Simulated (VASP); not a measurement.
Here is a VASP 6.6.1 calculation.

Contents of INCAR:

```
SYSTEM = Si4Ag
ALGO     = Normal         ! electronic algorithm
DIPOL    = 0.5 0.5 0.351
EDIFF    = 1E-6           ! SCF threshold, eV
ENCUT    = 520            ! plane-wave cutoff, eV
GGA      = PE             ! functional
IDIPOL   = 3            
ISIF     = 2              ! what is computed and relaxed
ISMEAR   = 0              ! smearing method
ISPIN    = 2              ! spin polarisation
LASPH    = .TRUE.         ! aspherical terms in the spheres
LCHARG   = .FALSE.        ! write CHGCAR
LDIPOL   = .TRUE.       
LMAXMIX  = 4              ! l up to which the mixer works
LORBIT   = 11             ! projections on sites
LREAL    = .FALSE.        ! projectors in reciprocal space
LWAVE    = .FALSE.        ! write WAVECAR
MAGMOM   = 0 0 0 0 1      ! initial moments
NBANDS   = 26             ! bands
NELM     = 150            ! most SCF steps
PREC     = Accurate       ! precision mode
SIGMA    = 0.05           ! smearing width, eV
```

KPOINTS

```
k-points
0
G
  9 9 1
  0 0 0
```

Contents of POSCAR:

```
Si4Ag
1.0
    3.8675355701      0.0000000000      0.0000000000
   -1.9337677851      3.3493840538      0.0000000000
    0.0000000000      0.0000000000     19.4372967090
Si Ag
4 1
Direct
    0.3333333333      0.6666666667      0.2057899336
    0.0000000000      0.0000000000      0.2464055298
    0.0000000000      0.0000000000      0.3748662321
    0.6666666666      0.3333333333      0.4083539408
    0.8333333333      0.6666666667      0.5208555482
```

Potentials or basis: VASP PAW PBE potentials, release 64 (Si, Ag).

Command:

```sh
$ cat potpaw_PBE.64/Si/POTCAR potpaw_PBE.64/Ag/POTCAR > POTCAR
$ mpirun -np 1 vasp_std > vasp.out
```

(1) What does it give for the net moment?

(2) Predict the site moments.

(3) What does it give for the largest force?

## Answers

(1) 0.91 μB per cell.

(2) Si +0.19, +0.01, +0.04, +0.02; Ag +0.04 μB.

(3) 0.848 eV/Å.
